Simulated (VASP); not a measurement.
A run of VASP 6.6.1:

Contents of INCAR:

```
SYSTEM = Na
  PREC = Accurate
  ENCUT = 520
  EDIFF = 1E-7
  ISMEAR = 0
  SIGMA = 0.15
  LREAL = .FALSE.
  LASPH = .TRUE.
  NELM = 100
  ALGO = Normal
  ISIF = 2
  LWAVE = .FALSE.
  LCHARG = .FALSE.
  GGA = PS
  NBANDS = 10
```

KPOINTS

```
Automatic mesh
0
G
  16 16 16
  0 0 0
```

POSCAR

```
Na
1.0
   -2.1492625000      2.1492625000      2.1175000000
    2.1492625000     -2.1492625000      2.1175000000
    2.0857375000      2.0857375000     -2.1175000000
Na
1
Direct
    0.0000000000      0.0000000000      0.0000000000
```

Potentials or basis: VASP PAW PBE potentials, release 64 (Na_pv).

Command:

```sh
$ cat potpaw_PBE.64/Na_pv/POTCAR > POTCAR
$ mpirun -np 1 vasp_std > vasp.out
```

Hardware: 1 thread of Intel(R) Xeon(R) Platinum 8488C (Sapphire Rapids), on a shared host.

Problem. How long does it take, and how much memory?

Solution. It took 91 s on 1 thread of Intel(R) Xeon(R) Platinum 8488C (Sapphire Rapids) (shared host), peak memory 0.3 GiB. Counts: scf iterations 10, k points 621.
